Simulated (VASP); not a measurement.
# CdS (Hawleyite) (F-43m) in VASP: a series of runs

CdS (Hawleyite) is run at these levels: r2SCAN, PBE, PBEsol; tasks: single point, relaxation of cell and atoms.

Program: VASP 6.6.1. These are calculated values, not measurements. Logs are shortened: lines on timing, memory, paths and dates and some standing lists are left out, and cuts for length are marked.

## 1. The cell of the first run

The structure is cubic, space group F-43m (No. 216). The conventional cell has a = 5.995 Å, b = 5.995 Å, c = 5.995 Å, α = 90.00°, β = 90.00°, γ = 90.00°. Cd (site symmetry -43m) has 4 S at 2.60 Å within 3.4 Å. S (site symmetry -43m) has 4 Cd at 2.60 Å within 3.4 Å.

## 2. Single point, r2SCAN

POSCAR reads:

```
CdS
1.0
    0.0000000000      2.9975644600      2.9975644600
    2.9975644600      0.0000000000      2.9975644600
    2.9975644600      2.9975644600      0.0000000000
Cd S
1 1
Direct
    0.0000000000      0.0000000000      0.0000000000
    0.2500000000      0.2500000000      0.2500000000
```

INCAR.step1 reads:

```
PREC     = Accurate       # precision mode
ENCUT    = 520            # plane-wave cutoff, eV
ISMEAR   = -1             # smearing method
SIGMA    = 0.02           # smearing width, eV
LREAL    = F              # projectors in reciprocal space
LASPH    = T              # aspherical terms in the spheres
NELM     = 80             # most SCF steps
NBANDS   = 16             # bands
GGA      = PE             # functional
ALGO     = Normal         # electronic algorithm
EDIFF    = 1E-4           # SCF threshold, eV
LWAVE    = T              # write WAVECAR
LCHARG   = F              # write CHGCAR
```

INCAR.step2 reads:

```
PREC     = Accurate       # precision mode
ENCUT    = 520            # plane-wave cutoff, eV
EDIFF    = 1E-6           # SCF threshold, eV
ISMEAR   = -1             # smearing method
SIGMA    = 0.02           # smearing width, eV
LREAL    = F              # projectors in reciprocal space
LASPH    = T              # aspherical terms in the spheres
NELM     = 80             # most SCF steps
ALGO     = Normal         # electronic algorithm
ISIF     = 2              # what is computed and relaxed
LWAVE    = F              # write WAVECAR
LCHARG   = F              # write CHGCAR
METAGGA  = R2SCAN         # meta-GGA
LMIXTAU  = T            
NBANDS   = 16             # bands
ISTART   = 1
```

KPOINTS reads:

```
Automatic mesh
0
Gamma
  8 8 8
```

Potentials or basis: VASP PAW PBE potentials, release 64 (Cd, S).

The run is started by

```sh
cat potpaw_PBE.64/Cd/POTCAR potpaw_PBE.64/S/POTCAR > POTCAR
cp INCAR.step1 INCAR
mpirun -np 1 vasp_std > vasp.out
cp INCAR.step2 INCAR
mpirun -np 1 vasp_std > vasp.out
```

OUTCAR:

```text
PREC = Accurate
   ENCUT = 520
   EDIFF = 1E-6
   ISMEAR = -1
   LREAL = F
   LASPH = T
   NELM = 80
   ISIF = 2
   METAGGA = R2SCAN
   ISTART = 1

 ion  position               nearest neighbor table
   1  0.000  0.000  0.000-   2 2.60   2 2.60   2 2.60   2 2.60
   2  0.250  0.250  0.250-   1 2.60   1 2.60   1 2.60   1 2.60

  LATTYP: Found a face centered cubic cell.
 ALAT       =     5.9951289200

  Lattice vectors:

 A1 = (   0.0000000000,   2.9975644600,   2.9975644600)
 A2 = (   2.9975644600,   0.0000000000,   2.9975644600)
 A3 = (   2.9975644600,   2.9975644600,   0.0000000000)

Analysis of symmetry for initial positions (statically):
=====================================================================
 Subroutine PRICEL returns:
 Original cell was already a primitive cell.

 Routine SETGRP: Setting up the symmetry group for a
 face centered cubic supercell.

 Subroutine GETGRP returns: Found 24 space group operations
 (whereof 24 operations were pure point group operations)
 out of a pool of 48 trial point group operations.

The static configuration has the point symmetry T_d .

Analysis of symmetry for dynamics (positions and initial velocities):
=====================================================================
 Subroutine PRICEL returns:
 Original cell was already a primitive cell.

 Routine SETGRP: Setting up the symmetry group for a
 face centered cubic supercell.

 Subroutine GETGRP returns: Found 24 space group operations
 (whereof 24 operations were pure point group operations)
 out of a pool of 48 trial point group operations.

The dynamic configuration has the point symmetry T_d .

 Subroutine INISYM returns: Found 24 space group operations
 (whereof 24 operations are pure point group operations),
 and found     1 'primitive' translations

----------------------------------------------------------------------------------------

                                     Primitive cell

  volume of cell :      53.8686

  direct lattice vectors                    reciprocal lattice vectors
     0.000000000  2.997564460  2.997564460    -0.166802084  0.166802084  0.166802084
     2.997564460  0.000000000  2.997564460     0.166802084 -0.166802084  0.166802084
     2.997564460  2.997564460  0.000000000     0.166802084  0.166802084 -0.166802084

  length of vectors
     4.239196313  4.239196313  4.239196313     0.288909685  0.288909685  0.288909685

  position of ions in fractional coordinates (direct lattice)
     0.000000000  0.000000000  0.000000000
     0.250000000  0.250000000  0.250000000

  ion indices of the primitive-cell ions
   primitive index   ion index
                 1           1
                 2           2

----------------------------------------------------------------------------------------

 KPOINTS: Automatic mesh

Automatic generation of k-mesh.
 Grid dimensions read from file:
 generate k-points for:    8    8    8

 Generating k-lattice:

  Cartesian coordinates                     Fractional coordinates (reciprocal lattice)
    -0.020850261  0.020850261  0.020850261     0.125000000  0.000000000  0.000000000
     0.020850261 -0.020850261  0.020850261     0.000000000  0.125000000  0.000000000
     0.020850261  0.020850261 -0.020850261     0.000000000  0.000000000  0.125000000

  Length of vectors
     0.036113711  0.036113711  0.036113711

  Shift w.r.t. Gamma in fractional coordinates (k-lattice)
     0.000000000  0.000000000  0.000000000

 Subroutine IBZKPT returns following result:
 ===========================================

 Found     29 irreducible k-points:

 Following reciprocal coordinates:
            Coordinates               Weight
  0.000000  0.000000  0.000000      1.000000
  0.125000  0.000000  0.000000      8.000000
  0.250000  0.000000  0.000000      8.000000
  0.375000  0.000000  0.000000      8.000000
  0.500000  0.000000  0.000000      4.000000
  0.125000  0.125000  0.000000      6.000000
[... 16 lines left out ...]
  0.500000  0.250000  0.125000     48.000000
 -0.375000  0.250000  0.125000     24.000000
 [... further k-points ...]
   k-points           NKPTS =     29   k-points in BZ     NKDIM =     29   number of bands    NBANDS=     16
   number of dos      NEDOS =    301   number of ions     NIONS =      2
   total plane-waves  NPLWV =  32768
   dimension x,y,z NGX =    32 NGY =   32 NGZ =   32
   dimension x,y,z NGXF=    64 NGYF=   64 NGZF=   64
   ions per type =               1   1
   NGX,Y,Z   is equivalent  to a cutoff of  12.55, 12.55, 12.55 a.u.
   NGXF,Y,Z  is equivalent  to a cutoff of  25.10, 25.10, 25.10 a.u.
 SYSTEM =  unknown system
   PREC   = accura    normal or accurate (medium, high low for compatibility)
   ISTART =      1    job   : 0-new  1-cont  2-samecut
   ICHARG =      0    charge: 1-file 2-atom 10-const
   ISPIN  =      1    spin polarized calculation?
   LNONCOLLINEAR =      F non collinear calculations
   LSORBIT =      F    spin-orbit coupling
   LASPH  =      T    aspherical Exc in radial PAW
   ENCUT  =  520.0 eV  38.22 Ry    6.18 a.u.   7.88  7.88  7.88*2*pi/ulx,y,z
   NELM   =     80;   NELMIN=  2; NELMDL=  0     # of ELM steps
   EDIFF  = 0.1E-05   stopping-criterion for ELM
   LREAL  =      F    real-space projection
   EDIFFG = 0.1E-04   stopping-criterion for IOM
   NSW    =      0    number of steps for IOM
   IBRION =     -1    ionic relax: 0-MD 1-quasi-New 2-CG
   NFREE  =      0    steps in history (QN), initial steepest desc. (CG)
   ISIF   =      2    stress and relaxation
   ISYM   =      2    0-nonsym 1-usesym 2-fastsym
   POTIM  = 0.5000    time-step for ionic-motion
   TEBEG  =    0.0;   TEEND  =   0.0 temperature during run
   PSTRESS=    0.0 pullay stress
   NELECT =      18.0000    total number of electrons
   NUPDOWN=      -1.0000    fix difference up-down
   EMIN   =  10.00;   EMAX   =-10.00  energy-range for DOS
   EFERMI =   0.00;   METHOD = LEGACY
   ISMEAR =    -1;   SIGMA  =   0.02  broadening in eV -4-tet -1-fermi 0-gaus
   EFERMI_NEDOS =   21; number of points for ismear=-14 and -15
   IALGO  =     38    algorithm
   IMIX   =      4    mixing-type and parameters
     AMIX     =   0.40;   BMIX     =  1.00
     AMIX_MAG =   1.60;   BMIX_MAG =  1.00
  volume/ion in A,a.u.               =      26.93       181.76
  Fermi-wavevector in a.u.,A,eV,Ry     =   1.136023  2.146772 17.558976  1.290548
  Thomas-Fermi vector in A             =   2.272728
   LORBIT       =      0    0 simple, 1 ext, 2 COOP (PROOUT), +10 PAW based schemes
   METAGGA = R2SCAN    functional components
   LHFCALC =     F    Hartree Fock is set to
   AEXX    =    0.0000 exact exchange contribution
   IVDW    =     0    specifies the selected vdW correction
   LEPSILON=     F    determine dielectric tensor
   LRPA    =     F    only Hartree local field effects (RPA)
 non-spin polarized calculation
  energy-cutoff  :      520.00
  volume of cell :       53.87
 maximum number of plane-waves:      1475
   NGX = 15   NGY = 15   NGZ = 15

 number of electron      17.9999993 magnetization

 Free energy of the ion-electron system (eV)
  ---------------------------------------------------
  ext. energy  EPLUGINS =         0.00000000
  ---------------------------------------------------
  free energy    TOTEN  =       -29.65939998 eV

  energy without entropy =      -29.65939998  energy(sigma->0) =      -29.65939998

 E-fermi :   0.8036     XC(G=0):  -9.3327

 val. band max:        0.3798159921   @ k =   0.0000   0.0000   0.0000
 cond. band min:       1.7774318947   @ k =   0.0000   0.0000   0.0000
 fundamental gap:      1.3976159025
 Fermi energy:         0.8035803276

 k-point     1 :       0.0000    0.0000    0.0000
  band No.  band energies     occupation
      1     -12.0107      2.00000
      2      -7.3311      2.00000
      3      -7.3311      2.00000
      4      -7.3311      2.00000
      5      -6.9292      2.00000
      6      -6.9292      2.00000
[... 8 lines left out ...]
     15      12.2558      0.00000
     16      12.2558      0.00000

 k-point     2 :       0.1250    0.0000    0.0000
  band No.  band energies     occupation
      1     -11.9587      2.00000
      2      -7.3122      2.00000
      3      -7.3122      2.00000
      4      -7.2773      2.00000
      5      -6.9297      2.00000
      6      -6.9297      2.00000
[... 8 lines left out ...]
     15      11.6448      0.00000
     16      12.4908      0.00000

 k-point     3 :       0.2500    0.0000    0.0000
  band No.  band energies     occupation
      1     -11.8327      2.00000
      2      -7.2712      2.00000
      3      -7.2712      2.00000
      4      -7.0979      2.00000
      5      -6.9252      2.00000
      6      -6.9252      2.00000
[... 8 lines left out ...]
     15      11.4146      0.00000
     16      11.8765      0.00000

 k-point     4 :       0.3750    0.0000    0.0000
  band No.  band energies     occupation
      1     -11.7070      2.00000
      2      -7.2387      2.00000
      3      -7.2387      2.00000
      4      -6.9097      2.00000
      5      -6.9097      2.00000
      6      -6.8015      2.00000
[... 8 lines left out ...]
     15      12.2803      0.00000
     16      12.2803      0.00000

 k-point     5 :       0.5000    0.0000    0.0000
  band No.  band energies     occupation
      1     -11.6552      2.00000
      2      -7.2284      2.00000
      3      -7.2284      2.00000
      4      -6.8994      2.00000
      5      -6.8994      2.00000
      6      -6.6118      2.00000
[... 8 lines left out ...]
     15      13.3577      0.00000
     16      13.3577      0.00000

 k-point     6 :       0.1250    0.1250    0.0000
  band No.  band energies     occupation
      1     -11.9415      2.00000
      2      -7.2939      2.00000
      3      -7.2939      2.00000
      4      -7.2837      2.00000
      5      -6.9411      2.00000
      6      -6.9191      2.00000
[... 8 lines left out ...]
     15      12.3727      0.00000
     16      13.0589      0.00000
[... 267 lines left out ...]
 k-point    21 :       0.5000    0.5000    0.0000
  band No.  band energies     occupation
      1     -11.5450      2.00000
      2      -7.1216      2.00000
      3      -7.0438      2.00000
      4      -7.0438      2.00000
      5      -6.8599      2.00000
      6      -6.5506      2.00000
[... 8 lines left out ...]
     15      13.2978      0.00000
     16      14.2854      0.00000

 k-point    22 :       0.3750    0.2500    0.1250
  band No.  band energies     occupation
      1     -11.7403      2.00000
      2      -7.2254      2.00000
      3      -7.2041      2.00000
      4      -7.0431      2.00000
      5      -6.9175      2.00000
      6      -6.8752      2.00000
[... 8 lines left out ...]
     15      12.7901      0.00000
     16      14.3999      0.00000

 k-point    23 :       0.5000    0.2500    0.1250
  band No.  band energies     occupation
      1     -11.6413      2.00000
      2      -7.1940      2.00000
      3      -7.1744      2.00000
      4      -6.9752      2.00000
      5      -6.9014      2.00000
      6      -6.6699      2.00000
[... 8 lines left out ...]
     15      13.4844      0.00000
     16      13.8839      0.00000

 k-point    24 :      -0.3750    0.2500    0.1250
  band No.  band energies     occupation
      1     -11.6008      2.00000
      2      -7.1883      2.00000
      3      -7.1610      2.00000
      4      -6.9468      2.00000
      5      -6.9070      2.00000
      6      -6.5191      2.00000
[... 8 lines left out ...]
     15      13.0131      0.00000
     16      13.9293      0.00000

 [... further k-points ...]
[... 5 lines left out ...]
  --------------------------------------------------------------------------------------
  -------------------------------------------------------------------------------------
  Total       -0.9784480     -0.9784480     -0.9784480     -0.0000000      0.0000000      0.0000000
  in kB      -29.1013236    -29.1013236    -29.1013236     -0.0000000      0.0000000      0.0000000
  external PRESSURE =     -29.1013236 kB  Pullay stress =       0.0000000 kB

 VOLUME and BASIS-vectors are now :
 -----------------------------------------------------------------------------
  energy-cutoff  :      520.00
  volume of cell :       53.87
      direct lattice vectors                 reciprocal lattice vectors
     0.000000000  2.997564460  2.997564460    -0.166802084  0.166802084  0.166802084
     2.997564460  0.000000000  2.997564460     0.166802084 -0.166802084  0.166802084
     2.997564460  2.997564460  0.000000000     0.166802084  0.166802084 -0.166802084

 POSITION                                       TOTAL-FORCE (eV/Angst)
 -----------------------------------------------------------------------------------
      0.00000      0.00000      0.00000         0.000000      0.000000      0.000000
      1.49878      1.49878      1.49878        -0.000000     -0.000000     -0.000000
 -----------------------------------------------------------------------------------
    total drift:                               -0.000000     -0.000000     -0.000000

  FREE ENERGIE OF THE ION-ELECTRON SYSTEM (eV)
  ---------------------------------------------------
  free  energy   TOTEN  =       -29.6593999845 eV

  energy  without entropy=      -29.6593999845  energy(sigma->0) =      -29.65939998
```

Run time: 62 s. Hardware: 1 thread of Intel Xeon 6975P-C, shared host; peak memory 0.19 GiB.

What came out:

```yaml
Free_energy: -29.6594 eV
Pressure: -2.9 GPa
Band_gap_on_the_k_mesh: 1.40 eV, direct
```

Levels at points of the mesh, in eV from the valence-band top:
```csv
k point,band 6,band 7,band 8,band 9,band 10,band 11,band 12,band 13
"(0.00, 0.00, 0.00)",-7.31,0.00,0.00,0.00,1.40,7.08,7.08,7.08
"(0.50, 0.00, 0.00)",-6.99,-3.98,-0.65,-0.65,3.33,7.46,7.46,7.62
"(0.50, 0.50, 0.00)",-6.93,-3.62,-1.65,-1.65,3.96,4.63,9.41,11.03
```

Caveat: the PAW data sets were made with another functional, which shifts forces and pressure a little. r2SCAN opens gaps a little over a GGA but as a rule still falls short of measured ones.

[end of part 1 of 2]
